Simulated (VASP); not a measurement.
# CO (P2_13) in VASP: single point with PBE+D3(BJ)

Aim: the single point of CO with PBE+D3(BJ).

All numbers are computed with VASP 6.6.1; they aren't measurements. Logs are shortened: lines on timing, memory, paths and dates and some standing lists are left out, and cuts for length are marked.

### Step 1. The cell of the first run

Symmetry: P2_13, No. 198, cubic system. Conventional cell: a = 5.636 Å, b = 5.636 Å, c = 5.636 Å, α = 90.00°, β = 90.00°, γ = 90.00°. C (site symmetry 3) has 1 O at 1.13 Å within 1.5 Å. Within 1.5 Å of O (site symmetry 3) lie 1 C at 1.13 Å.

### Step 2. Single point, PBE+D3(BJ)

INCAR

```
SYSTEM = CO
PREC = Accurate
ENCUT = 1340
EDIFF = 1E-6
ISMEAR = 0
SIGMA = 0.01
LREAL = .False.
LASPH = .True.
NELM = 120
ALGO = Normal
ISIF = 2
LWAVE = .False.
LCHARG = .False.
GGA = PE
IVDW = 12
NBANDS = 30
GGA_COMPAT = .False.
```

KPOINTS

```
Automatic mesh
0
Gamma
  4 4 4
  0 0 0
```

POSCAR

```
CO
1.0
    5.6364523001      0.0000000000      0.0000000000
    0.0000000000      5.6364523001      0.0000000000
    0.0000000000      0.0000000000      5.6364523001
C O
4 4
Direct
    0.9623041402      0.9623041402      0.9623041402
    0.5376958598      0.0376958598      0.4623041402
    0.4623041402      0.5376958598      0.0376958598
    0.0376958598      0.4623041402      0.5376958598
    0.0785154812      0.0785154812      0.0785154812
    0.4214845188      0.9214845188      0.5785154812
    0.5785154812      0.4214845188      0.9214845188
    0.9214845188      0.5785154812      0.4214845188
```

Potentials or basis: VASP PAW PBE potentials, release 64 (C_h, O_h).

Command:

```sh
$ cat potpaw_PBE.64/C_h/POTCAR potpaw_PBE.64/O_h/POTCAR > POTCAR
$ mpirun -np 1 vasp_std > vasp.out
```

OUTCAR:

```text
SYSTEM = CO
   PREC = Accurate
   ENCUT = 1340
   EDIFF = 1E-6
   ISMEAR = 0
   LREAL = .False.
   LASPH = .True.
   NELM = 120
   ISIF = 2
   GGA = PE
   IVDW = 12
 IVDW          = 12

 ion  position               nearest neighbor table
   1  0.962  0.962  0.962-   5 1.13
   2  0.538  0.038  0.462-   6 1.13
   3  0.462  0.538  0.038-   7 1.13
   4  0.038  0.462  0.538-   8 1.13
   5  0.079  0.079  0.079-   1 1.13
   6  0.421  0.921  0.579-   2 1.13
   7  0.579  0.421  0.921-   3 1.13
   8  0.921  0.579  0.421-   4 1.13

  LATTYP: Found a simple cubic cell.
 ALAT       =     5.6364523001

  Lattice vectors:

 A1 = (   5.6364523001,   0.0000000000,   0.0000000000)
 A2 = (   0.0000000000,   5.6364523001,   0.0000000000)
 A3 = (   0.0000000000,   0.0000000000,   5.6364523001)

Analysis of symmetry for initial positions (statically):
=====================================================================
 Subroutine PRICEL returns:
 Original cell was already a primitive cell.

 Routine SETGRP: Setting up the symmetry group for a
 simple cubic supercell.

 Subroutine GETGRP returns: Found 12 space group operations
 (whereof  3 operations were pure point group operations)
 out of a pool of 48 trial point group operations.

The static configuration has the point symmetry C_3 .
 The point group associated with its full space group is T   .

Analysis of symmetry for dynamics (positions and initial velocities):
=====================================================================
 Subroutine PRICEL returns:
 Original cell was already a primitive cell.

 Routine SETGRP: Setting up the symmetry group for a
 simple cubic supercell.

 Subroutine GETGRP returns: Found 12 space group operations
 (whereof  3 operations were pure point group operations)
 out of a pool of 48 trial point group operations.

The dynamic configuration has the point symmetry C_3 .
 The point group associated with its full space group is T   .

 Subroutine INISYM returns: Found 12 space group operations
 (whereof  3 operations are pure point group operations),
 and found     1 'primitive' translations

----------------------------------------------------------------------------------------

                                     Primitive cell

  volume of cell :     179.0678

  direct lattice vectors                    reciprocal lattice vectors
     5.636452300  0.000000000  0.000000000     0.177416564  0.000000000  0.000000000
     0.000000000  5.636452300  0.000000000     0.000000000  0.177416564  0.000000000
     0.000000000  0.000000000  5.636452300     0.000000000  0.000000000  0.177416564

  length of vectors
     5.636452300  5.636452300  5.636452300     0.177416564  0.177416564  0.177416564

  position of ions in fractional coordinates (direct lattice)
     0.962304140  0.962304140  0.962304140
     0.537695860  0.037695860  0.462304140
     0.462304140  0.537695860  0.037695860
     0.037695860  0.462304140  0.537695860
     0.078515481  0.078515481  0.078515481
     0.421484519  0.921484519  0.578515481
     0.578515481  0.421484519  0.921484519
     0.921484519  0.578515481  0.421484519

  ion indices of the primitive-cell ions
   primitive index   ion index
                 1           1
                 2           2
                 3           3
                 4           4
                 5           5
                 6           6
                 7           7
                 8           8

----------------------------------------------------------------------------------------

 KPOINTS: Automatic mesh

Automatic generation of k-mesh.
 Grid dimensions read from file:
 generate k-points for:    4    4    4

 Generating k-lattice:

  Cartesian coordinates                     Fractional coordinates (reciprocal lattice)
     0.044354141  0.000000000  0.000000000     0.250000000  0.000000000  0.000000000
     0.000000000  0.044354141  0.000000000     0.000000000  0.250000000  0.000000000
     0.000000000  0.000000000  0.044354141     0.000000000  0.000000000  0.250000000

  Length of vectors
     0.044354141  0.044354141  0.044354141

  Shift w.r.t. Gamma in fractional coordinates (k-lattice)
     0.000000000  0.000000000  0.000000000

 Subroutine IBZKPT returns following result:
 ===========================================

 Found     11 irreducible k-points:

 Following reciprocal coordinates:
            Coordinates               Weight
  0.000000  0.000000  0.000000      1.000000
  0.250000  0.000000  0.000000      6.000000
  0.500000  0.000000  0.000000      3.000000
  0.250000  0.250000  0.000000     12.000000
  0.500000  0.250000  0.000000      6.000000
 -0.250000  0.500000  0.000000      6.000000
  0.500000  0.500000  0.000000      3.000000
  0.250000  0.250000  0.250000      8.000000
  0.500000  0.250000  0.250000     12.000000
  0.500000  0.500000  0.250000      6.000000
  0.500000  0.500000  0.500000      1.000000
   k-points           NKPTS =     11   k-points in BZ     NKDIM =     11   number of bands    NBANDS=     30
   number of dos      NEDOS =    301   number of ions     NIONS =      8
   total plane-waves  NPLWV = 343000
   dimension x,y,z NGX =    70 NGY =   70 NGZ =   70
   dimension x,y,z NGXF=   140 NGYF=  140 NGZF=  140
   ions per type =               4   4
   NGX,Y,Z   is equivalent  to a cutoff of  20.65, 20.65, 20.65 a.u.
   NGXF,Y,Z  is equivalent  to a cutoff of  41.29, 41.29, 41.29 a.u.
 SYSTEM =  CO
   PREC   = accura    normal or accurate (medium, high low for compatibility)
   ISTART =      0    job   : 0-new  1-cont  2-samecut
   ICHARG =      2    charge: 1-file 2-atom 10-const
   ISPIN  =      1    spin polarized calculation?
   LNONCOLLINEAR =      F non collinear calculations
   LSORBIT =      F    spin-orbit coupling
   LASPH  =      T    aspherical Exc in radial PAW
   ENCUT  = 1340.0 eV  98.49 Ry    9.92 a.u.  16.82 16.82 16.82*2*pi/ulx,y,z
   NELM   =    120;   NELMIN=  2; NELMDL= -5     # of ELM steps
   EDIFF  = 0.1E-05   stopping-criterion for ELM
   LREAL  =      F    real-space projection
   EDIFFG = 0.1E-04   stopping-criterion for IOM
   NSW    =      0    number of steps for IOM
   IBRION =     -1    ionic relax: 0-MD 1-quasi-New 2-CG
   NFREE  =      0    steps in history (QN), initial steepest desc. (CG)
   ISIF   =      2    stress and relaxation
   ISYM   =      2    0-nonsym 1-usesym 2-fastsym
   POTIM  = 0.5000    time-step for ionic-motion
   TEBEG  =    0.0;   TEEND  =   0.0 temperature during run
   PSTRESS=    0.0 pullay stress
   NELECT =      40.0000    total number of electrons
   NUPDOWN=      -1.0000    fix difference up-down
   EMIN   =  10.00;   EMAX   =-10.00  energy-range for DOS
   EFERMI =   0.00;   METHOD = LEGACY
   ISMEAR =     0;   SIGMA  =   0.01  broadening in eV -4-tet -1-fermi 0-gaus
   EFERMI_NEDOS =   21; number of points for ismear=-14 and -15
   IALGO  =     38    algorithm
   IMIX   =      4    mixing-type and parameters
     AMIX     =   0.40;   BMIX     =  1.00
     AMIX_MAG =   1.60;   BMIX_MAG =  1.00
  volume/ion in A,a.u.               =      22.38       151.05
  Fermi-wavevector in a.u.,A,eV,Ry     =   0.993320  1.877102 13.424648  0.986684
  Thomas-Fermi vector in A             =   2.125193
   LORBIT       =      0    0 simple, 1 ext, 2 COOP (PROOUT), +10 PAW based schemes
   GGA     = PE    functional components
   LHFCALC =     F    Hartree Fock is set to
   AEXX    =    0.0000 exact exchange contribution
   IVDW    =    12    specifies the selected vdW correction
   LEPSILON=     F    determine dielectric tensor
   LRPA    =     F    only Hartree local field effects (RPA)
 non-spin polarized calculation
 Gauss-broadening in eV      SIGMA  =   0.01
  energy-cutoff  :     1340.00
  volume of cell :      179.07
 maximum number of plane-waves:     20005
 NGX is ok and might be reduce to    70
   NGX = 33   NGY = 33   NGZ = 33

 number of electron      40.0000003 magnetization

 Free energy of the ion-electron system (eV)
  ---------------------------------------------------
  ext. energy  EPLUGINS =         0.00000000
  ---------------------------------------------------
  free energy    TOTEN  =       -59.86759618 eV

  energy without entropy =      -59.86759618  energy(sigma->0) =      -59.86759618

 E-fermi :  -4.8332     XC(G=0):  -6.5225

 val. band max:       -4.8915299011   @ k =   0.2500   0.0000   0.0000
 cond. band min:       1.1257152235   @ k =   0.2500   0.0000   0.0000
 fundamental gap:      6.0172451245
 Fermi energy:        -4.8332339757

 k-point     1 :       0.0000    0.0000    0.0000
  band No.  band energies     occupation
      1     -25.4002      2.00000
      2     -25.3411      2.00000
      3     -25.3411      2.00000
      4     -25.3411      2.00000
      5     -10.3359      2.00000
      6     -10.3359      2.00000
[... 22 lines left out ...]
     29       5.3505      0.00000
     30       7.4281      0.00000

 k-point     2 :       0.2500    0.0000    0.0000
  band No.  band energies     occupation
      1     -25.3927      2.00000
      2     -25.3544      2.00000
      3     -25.3398      2.00000
      4     -25.3364      2.00000
      5     -10.3620      2.00000
      6     -10.3436      2.00000
[... 22 lines left out ...]
     29       5.3972      0.00000
     30       6.4598      0.00000

 k-point     3 :       0.5000    0.0000    0.0000
  band No.  band energies     occupation
      1     -25.3744      2.00000
      2     -25.3744      2.00000
      3     -25.3372      2.00000
      4     -25.3372      2.00000
      5     -10.3590      2.00000
      6     -10.3590      2.00000
[... 22 lines left out ...]
     29       5.7343      0.00000
     30       5.7343      0.00000

 k-point     4 :       0.2500    0.2500    0.0000
  band No.  band energies     occupation
      1     -25.3863      2.00000
      2     -25.3574      2.00000
      3     -25.3427      2.00000
      4     -25.3368      2.00000
      5     -10.3657      2.00000
      6     -10.3379      2.00000
[... 22 lines left out ...]
     29       5.4624      0.00000
     30       6.2379      0.00000

 k-point     5 :       0.5000    0.2500    0.0000
  band No.  band energies     occupation
      1     -25.3711      2.00000
      2     -25.3711      2.00000
      3     -25.3404      2.00000
      4     -25.3404      2.00000
      5     -10.3535      2.00000
      6     -10.3535      2.00000
[... 22 lines left out ...]
     29       5.7685      0.00000
     30       5.7685      0.00000

 k-point     6 :      -0.2500    0.5000    0.0000
  band No.  band energies     occupation
      1     -25.3711      2.00000
      2     -25.3711      2.00000
      3     -25.3404      2.00000
      4     -25.3404      2.00000
      5     -10.3535      2.00000
      6     -10.3535      2.00000
[... 22 lines left out ...]
     29       5.7670      0.00000
     30       5.7670      0.00000

 k-point     7 :       0.5000    0.5000    0.0000
  band No.  band energies     occupation
      1     -25.3669      2.00000
      2     -25.3669      2.00000
      3     -25.3446      2.00000
      4     -25.3446      2.00000
      5     -10.3465      2.00000
      6     -10.3465      2.00000
[... 22 lines left out ...]
     29       5.8190      0.00000
     30       5.8190      0.00000

 k-point     8 :       0.2500    0.2500    0.2500
  band No.  band energies     occupation
      1     -25.3808      2.00000
      2     -25.3580      2.00000
      3     -25.3455      2.00000
      4     -25.3387      2.00000
      5     -10.3641      2.00000
      6     -10.3320      2.00000
[... 22 lines left out ...]
     29       5.5550      0.00000
     30       6.1654      0.00000

 k-point     9 :       0.5000    0.2500    0.2500
  band No.  band energies     occupation
      1     -25.3679      2.00000
      2     -25.3679      2.00000
      3     -25.3435      2.00000
      4     -25.3435      2.00000
      5     -10.3475      2.00000
      6     -10.3475      2.00000
[... 22 lines left out ...]
     29       5.8652      0.00000
     30       5.8652      0.00000

 k-point    10 :       0.5000    0.5000    0.2500
  band No.  band energies     occupation
      1     -25.3635      2.00000
      2     -25.3635      2.00000
      3     -25.3478      2.00000
      4     -25.3478      2.00000
      5     -10.3381      2.00000
      6     -10.3381      2.00000
[... 22 lines left out ...]
     29       6.0096      0.00000
     30       6.0096      0.00000

 k-point    11 :       0.5000    0.5000    0.5000
  band No.  band energies     occupation
      1     -25.3556      2.00000
      2     -25.3556      2.00000
      3     -25.3556      2.00000
      4     -25.3556      2.00000
      5     -10.3081      2.00000
      6     -10.3081      2.00000
[... 22 lines left out ...]
     29       6.5115      0.00000
     30       6.5115      0.00000

------------------------ aborting loop because EDIFF is reached ----------------------------------------

 Edisp (eV)   -0.48714

 E8    (eV) :    -0.1260

  FORCE on cell =-STRESS in cart. coord.  units (eV):
  Direction    XX          YY          ZZ          XY          YZ          ZX
  --------------------------------------------------------------------------------------
  -------------------------------------------------------------------------------------
  Total      -0.11013    -0.11013    -0.11013    -0.00000    -0.00000     0.00000
  in kB      -0.98533    -0.98533    -0.98533    -0.00000    -0.00000     0.00000
  external pressure =       -0.99 kB  Pullay stress =        0.00 kB

 VOLUME and BASIS-vectors are now :
 -----------------------------------------------------------------------------
  energy-cutoff  :     1340.00
  volume of cell :      179.07
      direct lattice vectors                 reciprocal lattice vectors
     5.636452300  0.000000000  0.000000000     0.177416564  0.000000000  0.000000000
     0.000000000  5.636452300  0.000000000     0.000000000  0.177416564  0.000000000
     0.000000000  0.000000000  5.636452300     0.000000000  0.000000000  0.177416564

 POSITION                                       TOTAL-FORCE (eV/Angst)
 -----------------------------------------------------------------------------------
      5.42398      5.42398      5.42398        -0.023596     -0.023596     -0.023596
      3.03070      0.21247      2.60576         0.023596      0.023596     -0.023596
      2.60576      3.03070      0.21247        -0.023596      0.023596      0.023596
      0.21247      2.60576      3.03070         0.023596     -0.023596      0.023596
      0.44255      0.44255      0.44255         0.024300      0.024300      0.024300
      2.37568      5.19390      3.26077        -0.024300     -0.024300      0.024300
      3.26077      2.37568      5.19390         0.024300     -0.024300     -0.024300
      5.19390      3.26077      2.37568        -0.024300      0.024300     -0.024300
 -----------------------------------------------------------------------------------
    total drift:                               -0.000000     -0.000000      0.000000

  FREE ENERGIE OF THE ION-ELECTRON SYSTEM (eV)
  ---------------------------------------------------
  free  energy   TOTEN  =       -60.3547315358 eV

  energy  without entropy=      -60.3547315358  energy(sigma->0) =      -60.35473154
```

It took 2.3 min on 1 thread of AMD EPYC 9R45 (Zen 5), shared host; peak memory 0.7 GiB.

Results:

* Free energy: -60.3547 eV
* Pressure: -0.1 GPa
* Largest force: 0.042 eV/Å
* Band gap on the k mesh: 6.02 eV
* Dispersion energy per atom: -0.061 eV

Forces in eV/Å, atoms in the order of the input:
```
C   -0.024 -0.024 -0.024
C    0.024  0.024 -0.024
C   -0.024  0.024  0.024
C    0.024 -0.024  0.024
O    0.024  0.024  0.024
O   -0.024 -0.024  0.024
O    0.024 -0.024 -0.024
O   -0.024  0.024 -0.024
```
